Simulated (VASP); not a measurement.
# CaO (P6_3/mmc) in VASP: notebook

CaO is run at these levels: PBE; tasks: single point.

All numbers are computed with VASP 6.6.1; they aren't measurements. Logs are shortened: lines on timing, memory, paths and dates and some standing lists are left out, and cuts for length are marked.

## Step 1: The cell of the first run

It takes space group P6_3/mmc (No. 194, hexagonal). Conventional cell: a = 3.861 Å, b = 3.861 Å, c = 4.627 Å, α = 90.00°, β = 90.00°, γ = 120.00°. Within 2.9 Å of Ca (site symmetry -6m2) lie 5 O at 2.23 to 2.31 Å. O (site symmetry -6m2) has 5 Ca at 2.23 to 2.31 Å within 2.9 Å.

## Step 2: Single point, PBE (strain -3.0%)

Contents of INCAR:

```
  PREC = Accurate
  ENCUT = 520
  EDIFF = 1E-6
  ISMEAR = -1
  SIGMA = 0.02
  LREAL = False
  LASPH = True
  NELM = 80
  ALGO = Normal
  ISIF = 2
  LWAVE = False
  LCHARG = False
  GGA = PE
  NBANDS = 24
```

Contents of KPOINTS:

```
Automatic mesh
0
Gamma
  12 12 6
```

Contents of POSCAR:

```
CaO
1.0
    3.8614128569      0.0000000000      0.0000000000
   -1.9307064285      3.3440816286      0.0000000000
    0.0000000000      0.0000000000      4.6273307448
Ca O
2 2
Direct
    0.3333333333      0.6666666667     -0.0625000000
    0.6666666667      0.3333333333      0.4375000000
    0.3333333333      0.6666666667      0.4375000000
    0.6666666667      0.3333333333      0.9375000000
```

Potentials or basis: VASP PAW PBE potentials, release 64 (Ca_sv, O).

Run with:

```console
$ cat potpaw_PBE.64/Ca_sv/POTCAR potpaw_PBE.64/O/POTCAR > POTCAR
$ mpirun -np 1 vasp_std > vasp.out
```

OUTCAR:

```text
PREC = Accurate
   ENCUT = 520
   EDIFF = 1E-6
   ISMEAR = -1
   LREAL = False
   LASPH = True
   NELM = 80
   ISIF = 2
   GGA = PE

 ion  position               nearest neighbor table
   1  0.333  0.667  0.938-   4 2.23   4 2.23   4 2.23   3 2.31   3 2.31
   2  0.667  0.333  0.438-   3 2.23   3 2.23   3 2.23   4 2.31   4 2.31
   3  0.333  0.667  0.438-   2 2.23   2 2.23   2 2.23   1 2.31   1 2.31
   4  0.667  0.333  0.938-   1 2.23   1 2.23   1 2.23   2 2.31   2 2.31

  LATTYP: Found a hexagonal cell.
 ALAT       =     3.8614128569
 C/A-ratio  =     1.1983517216

  Lattice vectors:

 A1 = (   3.8614128569,   0.0000000000,   0.0000000000)
 A2 = (  -1.9307064285,   3.3440816286,   0.0000000000)
 A3 = (   0.0000000000,   0.0000000000,   4.6273307448)

Analysis of symmetry for initial positions (statically):
=====================================================================
 Subroutine PRICEL returns:
 Original cell was already a primitive cell.

 Routine SETGRP: Setting up the symmetry group for a
 hexagonal supercell.

 Subroutine GETGRP returns: Found 24 space group operations
 (whereof  6 operations were pure point group operations)
 out of a pool of 24 trial point group operations.

The static configuration has the point symmetry C_3v.
 The point group associated with its full space group is D_6h.

Analysis of symmetry for dynamics (positions and initial velocities):
=====================================================================
 Subroutine PRICEL returns:
 Original cell was already a primitive cell.

 Routine SETGRP: Setting up the symmetry group for a
 hexagonal supercell.

 Subroutine GETGRP returns: Found 24 space group operations
 (whereof  6 operations were pure point group operations)
 out of a pool of 24 trial point group operations.

The dynamic configuration has the point symmetry C_3v.
 The point group associated with its full space group is D_6h.

 Subroutine INISYM returns: Found 24 space group operations
 (whereof  6 operations are pure point group operations),
 and found     1 'primitive' translations

----------------------------------------------------------------------------------------

                                     Primitive cell

  volume of cell :      59.7522

  direct lattice vectors                    reciprocal lattice vectors
[... 83 lines left out ...]
   ISTART =      0    job   : 0-new  1-cont  2-samecut
   ICHARG =      2    charge: 1-file 2-atom 10-const
   ISPIN  =      1    spin polarized calculation?
   LNONCOLLINEAR =      F non collinear calculations
   LSORBIT =      F    spin-orbit coupling
   LASPH  =      T    aspherical Exc in radial PAW
   ENCUT  =  520.0 eV  38.22 Ry    6.18 a.u.   7.18  7.18  8.60*2*pi/ulx,y,z
   NELM   =     80;   NELMIN=  2; NELMDL= -5     # of ELM steps
   EDIFF  = 0.1E-05   stopping-criterion for ELM
   LREAL  =      F    real-space projection
   EDIFFG = 0.1E-04   stopping-criterion for IOM
   NSW    =      0    number of steps for IOM
   IBRION =     -1    ionic relax: 0-MD 1-quasi-New 2-CG
   NFREE  =      0    steps in history (QN), initial steepest desc. (CG)
   ISIF   =      2    stress and relaxation
   ISYM   =      2    0-nonsym 1-usesym 2-fastsym
   POTIM  = 0.5000    time-step for ionic-motion
   TEBEG  =    0.0;   TEEND  =   0.0 temperature during run
   PSTRESS=    0.0 pullay stress
   NELECT =      32.0000    total number of electrons
   NUPDOWN=      -1.0000    fix difference up-down
   EMIN   =  10.00;   EMAX   =-10.00  energy-range for DOS
   EFERMI =   0.00;   METHOD = LEGACY
   ISMEAR =    -1;   SIGMA  =   0.02  broadening in eV -4-tet -1-fermi 0-gaus
   EFERMI_NEDOS =   21; number of points for ismear=-14 and -15
   IALGO  =     38    algorithm
   IMIX   =      4    mixing-type and parameters
     AMIX     =   0.40;   BMIX     =  1.00
     AMIX_MAG =   1.60;   BMIX_MAG =  1.00
  volume/ion in A,a.u.               =      14.94       100.81
  Fermi-wavevector in a.u.,A,eV,Ry     =   1.329455  2.512305 24.047621  1.767450
  Thomas-Fermi vector in A             =   2.458616
   LORBIT       =      0    0 simple, 1 ext, 2 COOP (PROOUT), +10 PAW based schemes
   GGA     = PE    functional components
[... 5 lines left out ...]
 non-spin polarized calculation
  energy-cutoff  :      520.00
  volume of cell :       59.75
 maximum number of plane-waves:      1626
 NGX is ok and might be reduce to    30
   NGX = 15   NGY = 15   NGZ = 17

 number of electron      31.9999984 magnetization

 Free energy of the ion-electron system (eV)
  ---------------------------------------------------
  ext. energy  EPLUGINS =         0.00000000
  ---------------------------------------------------
  free energy    TOTEN  =       -25.07640485 eV

  energy without entropy =      -25.07640485  energy(sigma->0) =      -25.07640485

 E-fermi :   2.2855     XC(G=0):  -9.8507

 val. band max:        1.8617734265   @ k =   0.0000   0.0000   0.0000
 cond. band min:       5.3717848861   @ k =   0.0000   0.0000   0.0000
 fundamental gap:      3.5100114596
 Fermi energy:         2.2855344059

 k-point     1 :       0.0000    0.0000    0.0000
  band No.  band energies     occupation
      1     -35.3950      2.00000
      2     -35.1939      2.00000
      3     -16.8756      2.00000
      4     -16.5242      2.00000
      5     -16.5242      2.00000
      6     -16.2534      2.00000
[... 637 lines left out ...]
     23      10.8426      0.00000
     24      11.1287      0.00000

 [... further k-points ...]

------------------------ aborting loop because EDIFF is reached ----------------------------------------

  FORCE on cell =-STRESS in cart. coord.  units (eV):
  Direction    XX          YY          ZZ          XY          YZ          ZX
  --------------------------------------------------------------------------------------
  -------------------------------------------------------------------------------------
  Total        4.5443533      4.5443533      5.2706568     -0.0000000      0.0000000     -0.0000000
  in kB      121.8509782    121.8509782    141.3258716     -0.0000000      0.0000000     -0.0000000
  external PRESSURE =     128.3426093 kB  Pullay stress =       0.0000000 kB

 VOLUME and BASIS-vectors are now :
 -----------------------------------------------------------------------------
  energy-cutoff  :      520.00
  volume of cell :       59.75
      direct lattice vectors                 reciprocal lattice vectors
     3.861412857  0.000000000  0.000000000     0.258972567  0.149517881  0.000000000
    -1.930706428  3.344081629  0.000000000     0.000000000  0.299035763  0.000000000
     0.000000000  0.000000000  4.627330745     0.000000000  0.000000000  0.216107310

 POSITION                                       TOTAL-FORCE (eV/Angst)
 -----------------------------------------------------------------------------------
     -0.00000      2.22939      4.33812        -0.000000      0.000000      0.000000
      1.93071      1.11469      2.02446         0.000000     -0.000000     -0.000000
     -0.00000      2.22939      2.02446        -0.000000      0.000000     -0.000000
      1.93071      1.11469      4.33812         0.000000      0.000000     -0.000000
 -----------------------------------------------------------------------------------
    total drift:                               -0.000000      0.000000      0.000000

  FREE ENERGIE OF THE ION-ELECTRON SYSTEM (eV)
  ---------------------------------------------------
  free  energy   TOTEN  =       -25.0764048501 eV

  energy  without entropy=      -25.0764048501  energy(sigma->0) =      -25.07640485
```

OSZICAR:

```text
N       E                     dE             d eps       ncg     rms          rms(c)
DAV:   1     0.331413369916E+03    0.33141E+03   -0.16644E+04  3648   0.135E+03
DAV:   2    -0.345771994852E+01   -0.33487E+03   -0.31702E+03  4224   0.400E+02
DAV:   3    -0.290629887664E+02   -0.25605E+02   -0.25435E+02  5928   0.107E+02
DAV:   4    -0.299711216705E+02   -0.90813E+00   -0.90686E+00  5176   0.172E+01
DAV:   5    -0.299894755734E+02   -0.18354E-01   -0.18353E-01  5232   0.188E+00    0.133E+01
DAV:   6    -0.251733648776E+02    0.48161E+01   -0.20995E+01  5016   0.304E+01    0.510E+00
DAV:   7    -0.251255552188E+02    0.47810E-01   -0.24939E+00  4712   0.105E+01    0.280E+00
DAV:   8    -0.250850352627E+02    0.40520E-01   -0.35634E-01  5200   0.476E+00    0.937E-01
DAV:   9    -0.250730829954E+02    0.11952E-01   -0.10370E-01  4584   0.212E+00    0.223E-01
DAV:  10    -0.250765049734E+02   -0.34220E-02   -0.94582E-03  4144   0.699E-01    0.136E-01
DAV:  11    -0.250765378041E+02   -0.32831E-04   -0.55862E-03  4600   0.441E-01    0.947E-02
DAV:  12    -0.250764017221E+02    0.13608E-03   -0.84441E-04  4376   0.228E-01    0.138E-02
DAV:  13    -0.250764040721E+02   -0.23500E-05   -0.56651E-05  4896   0.491E-02    0.474E-03
DAV:  14    -0.250764048501E+02   -0.77802E-06   -0.28798E-06  4272   0.101E-02
   1 F= -.25076405E+02 E0= -.25076405E+02  d E =-.145461E-11
```

stdout:

```text
POSCAR found type information on POSCAR CaO
 POSCAR found :  2 types and       4 ions
 scaLAPACK will be used
 LDA part: xc-table for (Slater+PW92), standard interpolation
 POSCAR, INCAR and KPOINTS ok, starting setup
 FFT: planning ... GRIDC
 FFT: planning ... GRID_SOFT
 FFT: planning ... GRID
 WAVECAR not read
 entering main loop
```

It took 52 s on 1 thread of Intel Xeon 6975P-C (Granite Rapids), shared host; peak memory 0.24 GiB.

What came out:

* Free energy: -25.0764 eV
* Pressure: 12.8 GPa
* Band gap on the k mesh: 3.51 eV

Levels at points of the mesh, in eV from the valence-band top:
```tsv
k point	band 14	band 15	band 16	band 17	band 18	band 19
(0.00, 0.00, 0.00)	-1.33	-1.02	0.00	3.51	6.36	6.36
(0.50, 0.00, 0.00)	-0.82	-0.63	-0.43	4.84	5.37	5.41
(0.00, 0.00, 0.50)	-1.49	-1.49	-1.49	5.34	5.34	8.24
(0.50, 0.00, 0.50)	-1.23	-0.81	-0.81	5.58	5.58	7.72
```

Caveat: the cell differs from its parent crystal (strain -3.0%); the cell stands under pressure; the structure was generated, so it needn't be the stable form of CaO. A k mesh can miss the band edges.

## Step 3: Single point, PBE (strain -2.5%)

Contents of INCAR:

```
SYSTEM = CaO
PREC = Accurate
ENCUT = 520
EDIFF = 1E-6
ISMEAR = -1
SIGMA = 0.02
LREAL = .FALSE.
LASPH = .TRUE.
NELM = 60
ALGO = Normal
ISIF = 2
LWAVE = .FALSE.
LCHARG = .FALSE.
GGA = PE
NBANDS = 24
```

Contents of KPOINTS:

```
Automatic mesh
0
G
  12 12 6
  0 0 0
```

Contents of POSCAR:

```
CaO
1.0
    3.8813170469      0.0000000000      0.0000000000
   -1.9406585234      3.3613191627      0.0000000000
    0.0000000000      0.0000000000      4.6511829651
Ca O
2 2
Direct
    0.3333333333      0.6666666667     -0.0625000000
    0.6666666667      0.3333333333      0.4375000000
    0.3333333333      0.6666666667      0.4375000000
    0.6666666667      0.3333333333      0.9375000000
```

Potentials or basis: VASP PAW PBE potentials, release 64 (Ca_sv, O).

Run with:

```console
$ cat potpaw_PBE.64/Ca_sv/POTCAR potpaw_PBE.64/O/POTCAR > POTCAR
$ mpirun -np 1 vasp_std > vasp.out
```

It took 54 s on 1 thread of Intel Xeon 6975P-C (Granite Rapids), shared host; peak memory 0.24 GiB.

The run converged. Its results:

```yaml
Free_energy: -25.1458 eV
Pressure: 10.8 GPa
Band_gap_on_the_k_mesh: 3.46 eV
```

Stress tensor (GPa, compression positive):
```
10.22  0.00  0.00
 0.00 10.22  0.00
 0.00  0.00 11.88
```

Levels at points of the mesh, in eV from the valence-band top:
| k point | band 14 | band 15 | band 16 | band 17 | band 18 | band 19 |
| --- | --- | --- | --- | --- | --- | --- |
| (0.00, 0.00, 0.00) | -1.31 | -1.03 | 0.00 | 3.46 | 6.33 | 6.33 |
| (0.50, 0.00, 0.00) | -0.83 | -0.62 | -0.43 | 4.81 | 5.35 | 5.39 |
| (0.00, 0.00, 0.50) | -1.45 | -1.45 | -1.45 | 5.28 | 5.28 | 8.17 |
| (0.50, 0.00, 0.50) | -1.20 | -0.80 | -0.80 | 5.54 | 5.54 | 7.66 |

Caveat: the cell differs from its parent crystal (strain -2.5%); the cell stands under pressure; the structure was generated, so it needn't be the stable form of CaO. A k mesh can miss the band edges.

## Step 4: Single point, PBE (uniaxial z strain -0.5%)

Contents of INCAR:

```
SYSTEM = CaO
PREC = Accurate ; ENCUT = 520
EDIFF = 1E-6 ; ISMEAR = -1
SIGMA = 0.02 ; LREAL = .FALSE.
LASPH = .TRUE. ; NELM = 100
ALGO = Normal ; ISIF = 2
LWAVE = .FALSE. ; LCHARG = .TRUE.
GGA = PE ; LELF = .TRUE.
LVHAR = .TRUE. ; NBANDS = 24
```

KPOINTS is that of step 3.

Contents of POSCAR:

```
CaO
1.0
    3.9808379968      0.0000000000      0.0000000000
   -1.9904189984      3.4475068336      0.0000000000
    0.0000000000      0.0000000000      4.7465918465
Ca O
2 2
Direct
    0.3333333333      0.6666666667     -0.0625000000
    0.6666666667      0.3333333333      0.4375000000
    0.3333333333      0.6666666667      0.4375000000
    0.6666666667      0.3333333333      0.9375000000
```

Run with:

```console
$ cat potpaw_PBE.64/Ca_sv/POTCAR potpaw_PBE.64/O/POTCAR > POTCAR
$ mpirun -np 1 vasp_std > vasp.out
```

It took 51 s on 1 thread of Intel Xeon 6975P-C (Granite Rapids), shared host; peak memory 0.24 GiB.

The run converged. Its results:

| Quantity | Value |
| --- | --- |
| Free energy | -25.3314 eV |
| Pressure | 2.8 GPa |
| Band gap on the k mesh | 3.19 eV |

Stress tensor (GPa, compression positive):
```
2.38 0.00 0.00
0.00 2.38 0.00
0.00 0.00 3.69
```

Levels at points of the mesh, in eV from the valence-band top:
```csv
k point,band 12,band 13,band 14,band 15,band 16,band 17,band 18,band 19,band 20,band 21
"(0.00, 0.00, 0.00)",-1.22,-1.18,-1.18,-1.07,0.00,3.19,6.15,6.15,7.80,7.82
"(0.50, 0.00, 0.00)",-1.08,-0.87,-0.83,-0.59,-0.40,4.68,5.25,5.28,7.70,7.73
"(0.00, 0.00, 0.50)",-1.61,-1.32,-1.32,-1.32,-1.32,5.00,5.00,7.83,7.83,7.83
"(0.50, 0.00, 0.50)",-2.11,-1.09,-1.09,-0.79,-0.79,5.38,5.38,7.37,7.37,8.01
```

Caveat: the cell differs from its parent crystal (uniaxial z strain -0.5%); the structure was generated, so it needn't be the stable form of CaO.

[end of part 1 of 2]
